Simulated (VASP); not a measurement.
# SiC (F-43m) in VASP: settings compared, part 2 of 2

VASP 6.6.1. The steps go on from the part before.

## 4. Single point, PBEsol

This run uses another cell than the first one, of 10.34 Å³/atom, 1.006 times its volume.

INCAR

```
PREC = Accurate ; ENCUT = 520
EDIFF = 1E-6 ; ISMEAR = 0
SIGMA = 0.05 ; LREAL = F
LASPH = T ; NELM = 60
ALGO = Normal ; ISIF = 2
LWAVE = F ; LCHARG = F
GGA = PS ; NBANDS = 11
```

KPOINTS

```
Automatic mesh
0
Gamma
  10 10 10
```

POSCAR

```
SiC
1.0
    0.0000000000      2.1784073427      2.1784073427
    2.1784073427      0.0000000000      2.1784073427
    2.1784073427      2.1784073427      0.0000000000
Si C
1 1
Direct
    0.0000000000      0.0000000000      0.0000000000
    0.7500000000      0.7500000000      0.7500000000
```

Potentials or basis: VASP PAW PBE potentials, release 64 (Si, C).

The run is started by

```
$ cat potpaw_PBE.64/Si/POTCAR potpaw_PBE.64/C/POTCAR > POTCAR
$ mpirun -np 1 vasp_std > vasp.out
```

OUTCAR:

```text
PREC = Accurate
   ENCUT = 520
   EDIFF = 1E-6
   ISMEAR = 0
   LREAL = F
   LASPH = T
   NELM = 60
   ISIF = 2
   GGA = PS

 ion  position               nearest neighbor table
   1  0.000  0.000  0.000-   2 1.89   2 1.89   2 1.89   2 1.89
   2  0.750  0.750  0.750-   1 1.89   1 1.89   1 1.89   1 1.89

  LATTYP: Found a face centered cubic cell.
 ALAT       =     4.3568146854

  Lattice vectors:

 A1 = (   0.0000000000,   2.1784073427,   2.1784073427)
 A2 = (   2.1784073427,   0.0000000000,   2.1784073427)
 A3 = (   2.1784073427,   2.1784073427,   0.0000000000)

Analysis of symmetry for initial positions (statically):
=====================================================================
 Subroutine PRICEL returns:
 Original cell was already a primitive cell.

 Routine SETGRP: Setting up the symmetry group for a
 face centered cubic supercell.

 Subroutine GETGRP returns: Found 24 space group operations
 (whereof 24 operations were pure point group operations)
 out of a pool of 48 trial point group operations.

The static configuration has the point symmetry T_d .

Analysis of symmetry for dynamics (positions and initial velocities):
=====================================================================
 Subroutine PRICEL returns:
 Original cell was already a primitive cell.

 Routine SETGRP: Setting up the symmetry group for a
 face centered cubic supercell.

 Subroutine GETGRP returns: Found 24 space group operations
 (whereof 24 operations were pure point group operations)
 out of a pool of 48 trial point group operations.

The dynamic configuration has the point symmetry T_d .

 Subroutine INISYM returns: Found 24 space group operations
 (whereof 24 operations are pure point group operations),
 and found     1 'primitive' translations

----------------------------------------------------------------------------------------

                                     Primitive cell

  volume of cell :      20.6751
[... 111 lines left out ...]
  Fermi-wavevector in a.u.,A,eV,Ry     =   1.192950  2.254349 19.362869  1.423131
  Thomas-Fermi vector in A             =   2.328976
   LORBIT       =      0    0 simple, 1 ext, 2 COOP (PROOUT), +10 PAW based schemes
   GGA     = PS    functional components
   LHFCALC =     F    Hartree Fock is set to
   AEXX    =    0.0000 exact exchange contribution
   IVDW    =     0    specifies the selected vdW correction
   LEPSILON=     F    determine dielectric tensor
   LRPA    =     F    only Hartree local field effects (RPA)
 non-spin polarized calculation
 Gauss-broadening in eV      SIGMA  =   0.05
  energy-cutoff  :      520.00
  volume of cell :       20.68
 maximum number of plane-waves:       568
   NGX = 11   NGY = 11   NGZ = 11

 number of electron       8.0000001 magnetization

 Free energy of the ion-electron system (eV)
  ---------------------------------------------------
  ext. energy  EPLUGINS =         0.00000000
  ---------------------------------------------------
  free energy    TOTEN  =       -15.91495061 eV

  energy without entropy =      -15.91495061  energy(sigma->0) =      -15.91495061

 E-fermi :   8.3185     XC(G=0): -11.5084

 val. band max:        8.0657618341   @ k =   0.0000   0.0000   0.0000
 cond. band min:       9.2987755312   @ k =   0.5000   0.5000   0.0000
 fundamental gap:      1.2330136971
 Fermi energy:         8.3184750505

 k-point     1 :       0.0000    0.0000    0.0000
  band No.  band energies     occupation
      1      -7.3649      2.00000
      2       8.0658      2.00000
      3       8.0658      2.00000
      4       8.0658      2.00000
      5      14.2624      0.00000
      6      15.3138      0.00000
      7      15.3138      0.00000
      8      15.3138      0.00000
      9      22.5268      0.00000
     10      22.5268      0.00000
     11      24.3408      0.00000
[... 309 lines left out ...]
 k-point    24 :       0.4000    0.3000    0.0000
  band No.  band energies     occupation
      1      -4.2030      2.00000
      2       2.4786      2.00000
      3       4.8801      2.00000
      4       5.4182      2.00000
      5      10.8227      0.00000
      6      13.5807      0.00000
      7      19.6277      0.00000
      8      19.9363      0.00000
      9      21.7534      0.00000
     10      26.0870      0.00000
     11      29.2472      0.00000

 [... further k-points ...]
[... 5 lines left out ...]
  --------------------------------------------------------------------------------------
  -------------------------------------------------------------------------------------
  Total        0.0459671      0.0459671      0.0459671      0.0000000      0.0000000     -0.0000000
  in kB        3.5621319      3.5621319      3.5621319      0.0000000      0.0000000     -0.0000000
  external PRESSURE =       3.5621319 kB  Pullay stress =       0.0000000 kB

 VOLUME and BASIS-vectors are now :
 -----------------------------------------------------------------------------
  energy-cutoff  :      520.00
  volume of cell :       20.68
      direct lattice vectors                 reciprocal lattice vectors
     0.000000000  2.178407343  2.178407343    -0.229525484  0.229525484  0.229525484
     2.178407343  0.000000000  2.178407343     0.229525484 -0.229525484  0.229525484
     2.178407343  2.178407343  0.000000000     0.229525484  0.229525484 -0.229525484

 POSITION                                       TOTAL-FORCE (eV/Angst)
 -----------------------------------------------------------------------------------
      0.00000      0.00000      0.00000        -0.000000     -0.000000     -0.000000
      3.26761      3.26761      3.26761         0.000000      0.000000      0.000000
 -----------------------------------------------------------------------------------
    total drift:                               -0.000000     -0.000000     -0.000000

  FREE ENERGIE OF THE ION-ELECTRON SYSTEM (eV)
  ---------------------------------------------------
  free  energy   TOTEN  =       -15.9149506059 eV

  energy  without entropy=      -15.9149506059  energy(sigma->0) =      -15.91495061
```

OSZICAR:

```text
N       E                     dE             d eps       ncg     rms          rms(c)
DAV:   1     0.241975010879E+01    0.24198E+01   -0.41061E+03  1082   0.623E+02
DAV:   2    -0.171117345523E+02   -0.19531E+02   -0.18599E+02  1370   0.108E+02
DAV:   3    -0.177124558251E+02   -0.60072E+00   -0.59964E+00  1271   0.157E+01
DAV:   4    -0.177146741662E+02   -0.22183E-02   -0.22183E-02  1173   0.122E+00
DAV:   5    -0.177146840167E+02   -0.98505E-05   -0.98505E-05  1277   0.748E-02    0.875E+00
DAV:   6    -0.159947504501E+02    0.17199E+01   -0.60447E+00  1163   0.109E+01    0.393E+00
DAV:   7    -0.159295750218E+02    0.65175E-01   -0.37269E-01  1240   0.344E+00    0.177E+00
DAV:   8    -0.159151283666E+02    0.14447E-01   -0.20989E-02  1184   0.923E-01    0.164E-01
DAV:   9    -0.159149047772E+02    0.22359E-03   -0.17217E-03  1255   0.219E-01    0.110E-01
DAV:  10    -0.159149501953E+02   -0.45418E-04   -0.12428E-04  1172   0.702E-02    0.254E-02
DAV:  11    -0.159149503441E+02   -0.14885E-06   -0.12356E-05  1256   0.192E-02    0.590E-03
DAV:  12    -0.159149506059E+02   -0.26172E-06   -0.70285E-07   700   0.516E-03
   1 F= -.15914951E+02 E0= -.15914951E+02  d E =-.681044E-15
```

It took 14 s on 1 thread of AMD EPYC 7R13 (Zen 3), shared host; peak memory 0.1 GiB.

What came out:

```yaml
Free_energy: -15.9150 eV
Pressure: 0.4 GPa
Band_gap_on_the_k_mesh: 1.23 eV, indirect (least direct gap 4.44 eV)
```

Caveat: the PAW data sets were made with another functional, which shifts forces and pressure a little.

## 5. Single point, PBE+D3(BJ) (volume scaled by 0.96)

INCAR

```
  PREC = Accurate
  ENCUT = 520
  EDIFF = 1E-6
  ISMEAR = 0
  SIGMA = 0.05
  LREAL = F
  LASPH = T
  NELM = 100
  ALGO = Normal
  ISIF = 2
  LWAVE = F
  LCHARG = F
  GGA = PE
  IVDW = 12
  NBANDS = 11
```

KPOINTS is that of step 4.

POSCAR

```
SiC
1.0
    0.0000000000      2.1468149507      2.1468149507
    2.1468149507      0.0000000000      2.1468149507
    2.1468149507      2.1468149507      0.0000000000
Si C
1 1
Direct
    0.0000000000      0.0000000000      0.0000000000
    0.7500000000      0.7500000000      0.7500000000
```

The run is started by

```
$ cat potpaw_PBE.64/Si/POTCAR potpaw_PBE.64/C/POTCAR > POTCAR
$ mpirun -np 1 vasp_std > vasp.out
```

Wall time 15 s (1 thread of AMD EPYC 7R13, shared host); peak memory 0.12 GiB.

It converged, with:

```
Free energy                : -15.6394 eV
Pressure                   : 9.0 GPa
Band gap on the k mesh     : 1.31 eV, indirect (least direct gap 4.58 eV)
Dispersion energy per atom : -0.315 eV
```

Levels at points of the mesh, in eV from the valence-band top:
```tsv
k point	band 1	band 2	band 3	band 4	band 5	band 6	band 7	band 8	band 9
(0.00, 0.00, 0.00)	-15.76	0.00	0.00	0.00	6.76	7.62	7.62	7.62	14.77
(0.50, 0.00, 0.00)	-12.02	-8.78	-1.06	-1.06	5.84	7.41	7.41	10.30	16.75
(0.50, 0.50, 0.00)	-10.53	-7.94	-3.27	-3.27	1.31	4.48	14.56	14.56	15.40
```

Caveat: the cell differs from its parent crystal (volume scaled by 0.96); three body term missing. A k mesh can miss the band edges.

## 6. Single point, PBEsol+D3(BJ) (volume scaled by 0.96)

INCAR

```
SYSTEM = SiC
PREC = Accurate
ENCUT = 520
EDIFF = 1E-7
ISMEAR = 0
SIGMA = 0.05
LREAL = .False.
LASPH = .True.
NELM = 80
ALGO = Normal
ISIF = 2
LWAVE = .False.
LCHARG = .False.
GGA = PS
IVDW = 12
NBANDS = 11
```

KPOINTS

```
regular mesh
0
Gamma
  10 10 10
  0 0 0
```

POSCAR

```
SiC
1.0
    0.0000000000      2.1366586079      2.1366586079
    2.1366586079      0.0000000000      2.1366586079
    2.1366586079      2.1366586079      0.0000000000
Si C
1 1
Direct
    0.0000000000      0.0000000000      0.0000000000
    0.7500000000      0.7500000000      0.7500000000
```

Potentials or basis: VASP PAW PBE potentials, release 64 (Si, C).

The run is started by

```
$ cat potpaw_PBE.64/Si/POTCAR potpaw_PBE.64/C/POTCAR > POTCAR
$ mpirun -np 1 vasp_std > vasp.out
```

OUTCAR:

```text
SYSTEM = SiC
   PREC = Accurate
   ENCUT = 520
   EDIFF = 1E-7
   ISMEAR = 0
   LREAL = .False.
   LASPH = .True.
   NELM = 80
   ISIF = 2
   GGA = PS
   IVDW = 12
 IVDW          = 12

 ion  position               nearest neighbor table
   1  0.000  0.000  0.000-   2 1.85   2 1.85   2 1.85   2 1.85
   2  0.750  0.750  0.750-   1 1.85   1 1.85   1 1.85   1 1.85

  LATTYP: Found a face centered cubic cell.
 ALAT       =     4.2733172158

  Lattice vectors:

 A1 = (   0.0000000000,   2.1366586079,   2.1366586079)
 A2 = (   2.1366586079,   0.0000000000,   2.1366586079)
 A3 = (   2.1366586079,   2.1366586079,   0.0000000000)

Analysis of symmetry for initial positions (statically):
=====================================================================
 Subroutine PRICEL returns:
 Original cell was already a primitive cell.

 Routine SETGRP: Setting up the symmetry group for a
 face centered cubic supercell.

 Subroutine GETGRP returns: Found 24 space group operations
 (whereof 24 operations were pure point group operations)
 out of a pool of 48 trial point group operations.

[... 171 lines left out ...]
      1      -7.1638      2.00000
      2       8.7313      2.00000
      3       8.7313      2.00000
      4       8.7313      2.00000
      5      15.6069      0.00000
      6      16.3914      0.00000
      7      16.3914      0.00000
      8      16.3914      0.00000
      9      23.5389      0.00000
     10      23.5389      0.00000
     11      25.9203      0.00000
[... 309 lines left out ...]
 k-point    24 :       0.4000    0.3000    0.0000
  band No.  band energies     occupation
      1      -3.8459      2.00000
      2       3.0759      2.00000
      3       5.4298      2.00000
      4       5.9931      2.00000
      5      11.5298      0.00000
      6      14.4889      0.00000
      7      20.9312      0.00000
      8      21.1578      0.00000
      9      23.1211      0.00000
     10      27.3001      0.00000
     11      30.7977      0.00000

 [... further k-points ...]

------------------------ aborting loop because EDIFF is reached ----------------------------------------

 Edisp (eV)   -0.51334

 E8    (eV) :    -0.3050

  FORCE on cell =-STRESS in cart. coord.  units (eV):
  Direction    XX          YY          ZZ          XY          YZ          ZX
  --------------------------------------------------------------------------------------
  -------------------------------------------------------------------------------------
  Total       1.27928     1.27928     1.27928    -0.00000     0.00000     0.00000
  in kB     105.06044   105.06044   105.06044    -0.00000     0.00000     0.00000
  external pressure =      105.06 kB  Pullay stress =        0.00 kB

 VOLUME and BASIS-vectors are now :
 -----------------------------------------------------------------------------
  energy-cutoff  :      520.00
  volume of cell :       19.51
      direct lattice vectors                 reciprocal lattice vectors
     0.000000000  2.136658608  2.136658608    -0.234010243  0.234010243  0.234010243
     2.136658608  0.000000000  2.136658608     0.234010243 -0.234010243  0.234010243
     2.136658608  2.136658608  0.000000000     0.234010243  0.234010243 -0.234010243

 POSITION                                       TOTAL-FORCE (eV/Angst)
 -----------------------------------------------------------------------------------
      0.00000      0.00000      0.00000        -0.000000     -0.000000     -0.000000
      3.20499      3.20499      3.20499         0.000000      0.000000      0.000000
 -----------------------------------------------------------------------------------
    total drift:                               -0.000000     -0.000000     -0.000000

  FREE ENERGIE OF THE ION-ELECTRON SYSTEM (eV)
  ---------------------------------------------------
  free  energy   TOTEN  =       -16.3752648141 eV

  energy  without entropy=      -16.3752648141  energy(sigma->0) =      -16.37526481
```

OSZICAR:

```text
N       E                     dE             d eps       ncg     rms          rms(c)
DAV:   1     0.303759661316E+01    0.30376E+01   -0.42154E+03  1066   0.630E+02
DAV:   2    -0.172074382260E+02   -0.20245E+02   -0.19280E+02  1318   0.111E+02
DAV:   3    -0.178296764947E+02   -0.62224E+00   -0.62109E+00  1268   0.161E+01
DAV:   4    -0.178318476627E+02   -0.21712E-02   -0.21711E-02  1192   0.124E+00
DAV:   5    -0.178318564591E+02   -0.87964E-05   -0.87963E-05  1270   0.726E-02    0.940E+00
DAV:   6    -0.159611997261E+02    0.18707E+01   -0.61843E+00  1157   0.113E+01    0.427E+00
DAV:   7    -0.158767536520E+02    0.84446E-01   -0.44915E-01  1246   0.374E+00    0.188E+00
DAV:   8    -0.158620963300E+02    0.14657E-01   -0.22126E-02  1175   0.950E-01    0.167E-01
DAV:   9    -0.158618897005E+02    0.20663E-03   -0.16129E-03  1258   0.218E-01    0.113E-01
DAV:  10    -0.158619290252E+02   -0.39325E-04   -0.10636E-04  1190   0.663E-02    0.261E-02
DAV:  11    -0.158619292754E+02   -0.25018E-06   -0.82944E-06  1244   0.168E-02    0.548E-03
DAV:  12    -0.158619295424E+02   -0.26702E-06   -0.52286E-07  1202   0.444E-03    0.629E-04
DAV:  13    -0.158619295625E+02   -0.20034E-07   -0.12373E-08   706   0.758E-04
   1 F= -.16375265E+02 E0= -.16375265E+02  d E =-.119075E-15
```

Wall time 18 s (1 thread of AMD EPYC 7R13, shared host); peak memory 0.12 GiB.

Results:

* Free energy: -16.3753 eV
* Pressure: 10.5 GPa
* Band gap on the k mesh: 1.18 eV, indirect (least direct gap 4.50 eV)
* Dispersion energy per atom: -0.257 eV

Caveat: the cell differs from its parent crystal (volume scaled by 0.96); the PAW data sets were made with another functional, which shifts forces and pressure a little.

## 7. The runs side by side

| level | cell | gap on the mesh (eV) | pressure (GPa) |
| --- | --- | --- | --- |
| PBEsol | a = 3.074 Å, angles 60.0°, 2 atoms | 1.23 | 1.7 |
| PBEsol | a = 3.084 Å, angles 60.0°, 2 atoms | 1.24 | -0.3 |
| PBEsol | a = 3.081 Å, angles 60.0°, 2 atoms | 1.23 | 0.4 |
| PBE+D3(BJ) | a = 3.036 Å, angles 60.0°, 2 atoms | 1.31 | 9.0 |
| PBEsol+D3(BJ) | a = 3.022 Å, angles 60.0°, 2 atoms | 1.18 | 10.5 |

Alike in all rows: task single point; potentials or basis VASP PAW PBE potentials, release 64 (Si, C); no spin polarisation; k mesh 10 × 10 × 10; cutoff (eV) 520; smearing gaussian 0.05 eV.

Caveats: the PAW data sets were made with another functional, which shifts forces and pressure a little (some runs); three body term missing (some runs).

Absolute energies hang on the potentials; compare differences alone.

## 8. Comparison with measurements

Step 2. A measured gap of SiC is 2.4 eV (indirect; quoted in “Insight into the structural, elastic and electronic properties of a new orthorhombic 6O-SiC polytype”, 2020, pmc:7200658); the calculated 1.23 eV misses it by -1.17 eV. The value is that of PBEsol on a finite k mesh, which can miss the band edges, without temperature or zero-point motion. Semilocal functionals fall short of measured gaps as a rule.

Step 3. Measured gap of SiC: 2.4 eV (indirect; quoted in “Insight into the structural, elastic and electronic properties of a new orthorhombic 6O-SiC polytype”, 2020, pmc:7200658). This calculation gives 1.24 eV (-1.16 eV). The value is that of PBEsol on a finite k mesh, which can miss the band edges, without temperature or zero-point motion. Semilocal functionals fall short of measured gaps as a rule.

Step 4. Measured gap of SiC: 2.4 eV (indirect; quoted in “Insight into the structural, elastic and electronic properties of a new orthorhombic 6O-SiC polytype”, 2020, pmc:7200658). This calculation gives 1.23 eV (-1.17 eV). The value is that of PBEsol on a finite k mesh, which can miss the band edges, without temperature or zero-point motion. Semilocal functionals fall short of measured gaps as a rule.
